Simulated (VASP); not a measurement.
A run of VASP 6.6.1 is set up as follows.

Contents of INCAR:

```
SYSTEM = Si
ALGO     = Normal         ! electronic algorithm
EDIFF    = 1E-7           ! SCF threshold, eV
ENCUT    = 520            ! plane-wave cutoff, eV
GGA      = PE             ! functional
ISIF     = 2              ! what is computed and relaxed
ISMEAR   = -1             ! smearing method
LASPH    = .True.         ! aspherical terms in the spheres
LCHARG   = .False.        ! write CHGCAR
LREAL    = .False.        ! projectors in reciprocal space
LWAVE    = .False.        ! write WAVECAR
NBANDS   = 8              ! bands
NELM     = 100            ! most SCF steps
PREC     = Accurate       ! precision mode
SIGMA    = 0.05           ! smearing width, eV
```

Contents of KPOINTS:

```
k-points
0
Gamma
  20 20 20
  0 0 0
```

File POSCAR:

```
Si
1.0
   -1.3069710715      1.3069710715      1.3069710715
    1.3069710715     -1.3069710715      1.3069710715
    1.3069710715      1.3069710715     -1.3069710715
Si
1
Direct
    0.0000000000      0.0000000000      0.0000000000
```

Potentials or basis: VASP PAW PBE potentials, release 64 (Si).

The run is started by

```console
$ cat potpaw_PBE.64/Si/POTCAR > POTCAR
$ mpirun -np 1 vasp_std > vasp.out
```

Q: What does it give for the pressure?

A: 129.4 GPa.

Q: Predict the band gap on the k mesh.

A: Zero (band 2 reaches 32.74 eV, above the bottom of band 3 at 12.62 eV).
